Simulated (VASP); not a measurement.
# Ti3SnO8 (Cmmm) in VASP: single point with PBE

Aim: the single point of Ti3SnO8 with PBE.

All numbers are computed with VASP 6.6.1; they aren't measurements. Logs are shortened: lines on timing, memory, paths and dates and some standing lists are left out, and cuts for length are marked.

## (1) The cell of the first run

Symmetry: Cmmm, No. 65, orthorhombic system. Conventional cell: a = 6.559 Å, b = 6.560 Å, c = 6.039 Å, α = 90.00°, β = 90.00°, γ = 90.00°. Sn (site symmetry mmm) has 6 O at 2.05 Å within 2.7 Å. Within 2.6 Å of Ti (site symmetry mm2) lie 6 O at 1.95 to 1.97 Å. Ti (site symmetry mmm) has 6 O at 1.95 to 2.00 Å within 2.6 Å. O (site symmetry m2m) has 2 Ti at 1.97 Å and 1 Sn at 2.05 Å and 1 O at 2.47 Å within 2.6 Å. Within 2.9 Å of O (site symmetry m) lie 2 Ti at 1.95 to 1.97 Å and 1 Sn at 2.05 Å and 10 O at 2.62 to 2.90 Å. O (site symmetry m2m) has 3 Ti at 1.95 to 2.00 Å and 1 O at 2.55 Å within 2.6 Å.

## (2) Single point, PBE, non-collinear spin, zero start, spin-orbit coupling

File INCAR:

```
SYSTEM = Ti3SnO8
PREC = Accurate ; ENCUT = 520
EDIFF = 1E-7 ; ISMEAR = 0
SIGMA = 0.01 ; LREAL = .FALSE.
LASPH = .TRUE. ; NELM = 150
ALGO = Normal ; ISIF = 2
LWAVE = .FALSE. ; LCHARG = .TRUE.
MAGMOM = 0 0 0 0 0 0 0 0 0 0 0 0 0 0 0 0 0 0 0 0 0 0 0 0 0 0 0 0 0 0 0 0 0 0 0 0 ; LORBIT = 11
LSORBIT = .TRUE. ; GGA_COMPAT = .FALSE.
LORBMOM = .TRUE. ; LMAXMIX = 4
GGA = PE ; LVHAR = .TRUE.
NBANDS = 120 ; KPAR = 8
```

File KPOINTS:

```
Automatic mesh
0
G
  6 6 4
  0 0 0
```

File POSCAR:

```
Ti3SnO8
1.0
    3.2801821285     -3.2796426314      0.0000000000
    3.2801821285      3.2796426314      0.0000000000
    0.0000000000      0.0000000000      6.0391401847
Sn Ti O
1 3 8
Direct
    0.5000000000      0.5000000000      0.0000000000
    0.0000000000      0.0000000000      0.7450136174
    0.5000000000      0.5000000000      0.5000000000
    0.0000000000      0.0000000000      0.2549863826
    0.1879707841      0.1879707841      0.0000000000
    0.8120292159      0.8120292159      0.0000000000
    0.6997951569      0.3002048431      0.7383342333
    0.3002048431      0.6997951569      0.7383342333
    0.1946221259      0.1946221259      0.5000000000
    0.8053778741      0.8053778741      0.5000000000
    0.6997951569      0.3002048431      0.2616657667
    0.3002048431      0.6997951569      0.2616657667
```

Potentials or basis: VASP PAW PBE potentials, release 64 (Sn_d, Ti_sv, O).

Run with:

```
> cat potpaw_PBE.64/Sn_d/POTCAR potpaw_PBE.64/Ti_sv/POTCAR potpaw_PBE.64/O/POTCAR > POTCAR
> mpirun -np 8 vasp_ncl > vasp.out
```

OUTCAR:

```text
SYSTEM = Ti3SnO8
   PREC = Accurate
   ENCUT = 520
   EDIFF = 1E-7
   ISMEAR = 0
   LREAL = .FALSE.
   LASPH = .TRUE.
   NELM = 150
   ISIF = 2
   LORBIT = 11
   LSORBIT = .TRUE.
   GGA = PE

 ion  position               nearest neighbor table
   1  0.500  0.500  0.000-   5 2.05   6 2.05   7 2.05   8 2.05  11 2.05  12 2.05   3 3.02   3 3.02

   2  0.000  0.000  0.745-   9 1.95  10 1.95   7 1.97   8 1.97   5 1.97   6 1.97
   3  0.500  0.500  0.500-   7 1.95   8 1.95  11 1.95  12 1.95   9 2.00  10 2.00   1 3.02   1 3.02

   4  0.000  0.000  0.255-   9 1.95  10 1.95  11 1.97  12 1.97   5 1.97   6 1.97
   5  0.188  0.188  0.000-   2 1.97   4 1.97   1 2.05
   6  0.812  0.812  0.000-   2 1.97   4 1.97   1 2.05
   7  0.700  0.300  0.738-   3 1.95   2 1.97   1 2.05
   8  0.300  0.700  0.738-   3 1.95   2 1.97   1 2.05
   9  0.195  0.195  0.500-   2 1.95   4 1.95   3 2.00
  10  0.805  0.805  0.500-   2 1.95   4 1.95   3 2.00
  11  0.700  0.300  0.262-   3 1.95   4 1.97   1 2.05
  12  0.300  0.700  0.262-   3 1.95   4 1.97   1 2.05

  LATTYP: Found a base centered orthorhombic cell.
 ALAT       =     6.5592852628
 B/A-ratio  =     1.0001644987
 C/A-ratio  =     0.9207009518

  Lattice vectors:

 A1 = (  -3.2801821285,  -3.2796426314,   0.0000000000)
 A2 = (   3.2801821285,  -3.2796426314,   0.0000000000)
 A3 = (   0.0000000000,   0.0000000000,   6.0391401847)

Analysis of symmetry for initial positions (statically):
=====================================================================
 Subroutine PRICEL returns:
 Original cell was already a primitive cell.

 Routine SETGRP: Setting up the symmetry group for a
 base centered orthorhombic supercell.

 Subroutine GETGRP returns: Found  8 space group operations
 (whereof  8 operations were pure point group operations)
 out of a pool of  8 trial point group operations.

The static configuration has the point symmetry D_2h.

Analysis of symmetry for dynamics (positions and initial velocities):
=====================================================================
 Subroutine PRICEL returns:
 Original cell was already a primitive cell.

 Routine SETGRP: Setting up the symmetry group for a
 base centered orthorhombic supercell.

 Subroutine GETGRP returns: Found  8 space group operations
 (whereof  8 operations were pure point group operations)
 out of a pool of  8 trial point group operations.

The dynamic configuration has the point symmetry D_2h.

Analysis of structural, dynamic, and magnetic symmetry:
=====================================================================
 Subroutine PRICEL returns:
 Original cell was already a primitive cell.

 Routine SETGRP: Setting up the symmetry group for a
 base centered orthorhombic supercell.

 Subroutine GETGRP returns: Found  8 space group operations
 (whereof  8 operations were pure point group operations)
 out of a pool of  8 trial point group operations.

The overall configuration has the point symmetry D_2h.

 Subroutine INISYM returns: Found  8 space group operations
 (whereof  8 operations are pure point group operations),
 and found     1 'primitive' translations

----------------------------------------------------------------------------------------

                                     Primitive cell

  volume of cell :     129.9360

  direct lattice vectors                    reciprocal lattice vectors
     3.280182128 -3.279642631  0.000000000     0.152430560 -0.152455635  0.000000000
     3.280182128  3.279642631  0.000000000     0.152430560  0.152455635  0.000000000
     0.000000000  0.000000000  6.039140185     0.000000000  0.000000000  0.165586486

  length of vectors
     4.638496587  4.638496587  6.039140185     0.215587097  0.215587097  0.165586486

  position of ions in fractional coordinates (direct lattice)
     0.500000000  0.500000000  0.000000000
     0.000000000  0.000000000  0.745013617
     0.500000000  0.500000000  0.500000000
     0.000000000  0.000000000  0.254986383
     0.187970784  0.187970784  0.000000000
     0.812029216  0.812029216  0.000000000
     0.699795157  0.300204843  0.738334233
     0.300204843  0.699795157  0.738334233
     0.194622126  0.194622126  0.500000000
     0.805377874  0.805377874  0.500000000
     0.699795157  0.300204843  0.261665767
     0.300204843  0.699795157  0.261665767

[... 2889 lines left out ...]
      5.32721      0.00000      0.00000         0.138125      0.000000      0.000000
      3.28018     -1.31051      4.45890         0.000000     -0.168316     -0.141757
      3.28018      1.31051      4.45890         0.000000      0.168316     -0.141757
      1.27679      0.00000      3.01957         0.062452      0.000000     -0.000000
      5.28357      0.00000      3.01957        -0.062452      0.000000      0.000000
      3.28018     -1.31051      1.58024         0.000000     -0.168316      0.141757
      3.28018      1.31051      1.58024         0.000000      0.168316      0.141757
 -----------------------------------------------------------------------------------
    total drift:                                0.000000      0.000000     -0.000000

  FREE ENERGIE OF THE ION-ELECTRON SYSTEM (eV)
  ---------------------------------------------------
  free  energy   TOTEN  =       -98.8326129154 eV

  energy  without entropy=      -98.8326129154  energy(sigma->0) =      -98.83261292

 orbital moment (x)

 # of ion     p       d       tot
 ----------------------------------------
  1         0.000   0.000   0.000
  2         0.000  -0.000  -0.000
  3         0.000   0.000   0.000
  4         0.000  -0.000  -0.000
  5         0.000   0.000   0.000
  6         0.000   0.000   0.000
  7         0.000   0.000   0.000
  8        -0.000   0.000  -0.000
  9         0.000   0.000   0.000
 10         0.000   0.000   0.000
 11        -0.000   0.000  -0.000
 12         0.000   0.000   0.000
 ----------------------------------------
           -0.000  -0.000  -0.000

 orbital moment (y)

 # of ion     p       d       tot
 ----------------------------------------
  1         0.000   0.000   0.000
  2         0.000   0.000   0.000
  3         0.000   0.000   0.000
  4         0.000   0.000   0.000
  5         0.000   0.000   0.000
  6         0.000   0.000   0.000
  7         0.000   0.000   0.000
  8         0.000   0.000   0.000
  9         0.000   0.000   0.000
 10         0.000   0.000   0.000
 11         0.000   0.000   0.000
 12         0.000   0.000   0.000
 ----------------------------------------
            0.000   0.000   0.000

 orbital moment (z)

 # of ion     p       d       tot
 ----------------------------------------
  1         0.000   0.000   0.000
  2         0.000   0.000   0.000
  3         0.000   0.000   0.000
  4         0.000   0.000   0.000
  5         0.000   0.000   0.000
  6         0.000   0.000   0.000
  7         0.000   0.000   0.000
  8         0.000   0.000   0.000
  9         0.000   0.000   0.000
 10        -0.000   0.000  -0.000
 11        -0.000   0.000  -0.000
 12         0.000   0.000   0.000
 ----------------------------------------
           -0.000   0.000   0.000

 Spin-Orbit-Coupling matrix elements

 Ion:    1  E_soc:     -0.0741281
 l=   1
     0.0000000    -0.0066329    -0.0066688
    -0.0066329     0.0000000    -0.0066124
    -0.0066688    -0.0066124     0.0000000
 l=   2
     0.0000000    -0.0011292     0.0000000    -0.0011847    -0.0046061
    -0.0011292     0.0000000    -0.0033856    -0.0011285    -0.0011487
     0.0000000    -0.0033856     0.0000000    -0.0034607     0.0000000
    -0.0011847    -0.0011285    -0.0034607     0.0000000    -0.0011066
    -0.0046061    -0.0011487     0.0000000    -0.0011066     0.0000000
 l=   3
     0.0000000     0.0000000     0.0000000     0.0000000     0.0000000     0.0000000     0.0000000
     0.0000000     0.0000000     0.0000000     0.0000000     0.0000000     0.0000000     0.0000000
     0.0000000     0.0000000     0.0000000     0.0000000     0.0000000     0.0000000     0.0000000
     0.0000000     0.0000000     0.0000000     0.0000000     0.0000000     0.0000000     0.0000000
[... 209 lines left out ...]
 l=   2
     0.0000000     0.0000000     0.0000000     0.0000000     0.0000000
     0.0000000     0.0000000     0.0000000     0.0000000     0.0000000
     0.0000000     0.0000000     0.0000000     0.0000000     0.0000000
     0.0000000     0.0000000     0.0000000     0.0000000     0.0000000
     0.0000000     0.0000000     0.0000000     0.0000000     0.0000000
 l=   3
     0.0000000     0.0000000     0.0000000     0.0000000     0.0000000     0.0000000     0.0000000
     0.0000000     0.0000000     0.0000000     0.0000000     0.0000000     0.0000000     0.0000000
     0.0000000     0.0000000     0.0000000     0.0000000     0.0000000     0.0000000     0.0000000
     0.0000000     0.0000000     0.0000000     0.0000000     0.0000000     0.0000000     0.0000000
     0.0000000     0.0000000     0.0000000     0.0000000     0.0000000     0.0000000     0.0000000
     0.0000000     0.0000000     0.0000000     0.0000000     0.0000000     0.0000000     0.0000000
     0.0000000     0.0000000     0.0000000     0.0000000     0.0000000     0.0000000     0.0000000

 total charge

# of ion       s       p       d       tot
------------------------------------------
    1        0.887   1.109  10.398  12.394
    2        2.220   6.293   1.696  10.209
    3        2.225   6.301   1.693  10.219
    4        2.220   6.293   1.696  10.209
    5        1.567   3.506   0.000   5.074
    6        1.567   3.506   0.000   5.074
    7        1.569   3.510   0.000   5.079
    8        1.569   3.510   0.000   5.079
    9        1.572   3.494   0.000   5.065
   10        1.572   3.494   0.000   5.065
   11        1.569   3.510   0.000   5.079
   12        1.569   3.510   0.000   5.079
--------------------------------------------------
tot         20.107  48.038  15.483  83.628

 magnetization (x)

# of ion       s       p       d       tot
------------------------------------------
    1        0.000   0.000   0.000   0.000
    2        0.000   0.000   0.000   0.000
    3        0.000   0.000   0.000   0.000
    4        0.000   0.000   0.000   0.000
    5        0.000   0.000   0.000   0.000
    6        0.000   0.000   0.000   0.000
    7       -0.000  -0.000   0.000  -0.000
    8        0.000   0.000   0.000   0.000
    9        0.000   0.000   0.000   0.000
   10        0.000   0.000   0.000   0.000
   11        0.000   0.000   0.000   0.000
   12       -0.000  -0.000   0.000  -0.000
--------------------------------------------------
tot          0.000   0.000   0.000   0.000

 magnetization (y)

# of ion       s       p       d       tot
------------------------------------------
    1        0.000   0.000   0.000   0.000
    2        0.000   0.000   0.000   0.000
    3        0.000   0.000   0.000   0.000
    4        0.000   0.000   0.000   0.000
    5        0.000   0.000   0.000   0.000
    6        0.000   0.000   0.000   0.000
    7        0.000   0.000   0.000   0.000
    8        0.000   0.000   0.000   0.000
    9        0.000   0.000   0.000   0.000
   10        0.000   0.000   0.000   0.000
   11        0.000   0.000   0.000   0.000
   12        0.000   0.000   0.000   0.000
--------------------------------------------------
tot          0.000   0.000   0.000   0.000

 magnetization (z)

# of ion       s       p       d       tot
------------------------------------------
    1       -0.000   0.000   0.000  -0.000
    2        0.000   0.000   0.000   0.000
    3        0.000   0.000   0.000   0.000
    4        0.000   0.000   0.000   0.000
    5        0.000   0.000   0.000   0.000
    6        0.000   0.000   0.000   0.000
    7        0.000   0.000   0.000   0.000
    8        0.000   0.000   0.000   0.000
    9        0.000   0.000   0.000   0.000
   10        0.000   0.000   0.000   0.000
   11        0.000   0.000   0.000   0.000
   12        0.000   0.000   0.000   0.000
--------------------------------------------------
tot         -0.000   0.000   0.000  -0.000
```

Run time: 4 min. Hardware: 8 MPI ranks of Intel Xeon Platinum 8488C (Sapphire Rapids), shared host; peak memory 1.1 GiB.

What came out:

```yaml
Free_energy: -98.8326 eV
Pressure: 6.7 GPa
Largest_force: 0.220 eV/Å
Net_moment: 0.00 μB per cell
Valence_electrons_inside_the_program's_atomic_spheres: Sn 12.39; Ti 10.21, 10.22 (each value once); O 5.07, 5.08 (each value once)
```

Forces on the atoms (eV/Å):
```
Sn   0.000  0.000  0.000
Ti   0.000  0.000 -0.007
Ti   0.000  0.000  0.000
Ti   0.000  0.000  0.007
O   -0.138  0.000  0.000
O    0.138  0.000  0.000
O    0.000 -0.168 -0.142
O    0.000  0.168 -0.142
O    0.062  0.000  0.000
O   -0.062  0.000  0.000
O    0.000 -0.168  0.142
O    0.000  0.168  0.142
```

Moments on the atoms (μB; x, y, z):
```
Sn  0.00 0.00 0.00
Ti  0.00 0.00 0.00
Ti  0.00 0.00 0.00
Ti  0.00 0.00 0.00
O   0.00 0.00 0.00
O   0.00 0.00 0.00
O   0.00 0.00 0.00
O   0.00 0.00 0.00
O   0.00 0.00 0.00
O   0.00 0.00 0.00
O   0.00 0.00 0.00
O   0.00 0.00 0.00
```

Caveat: the cell stands under pressure.
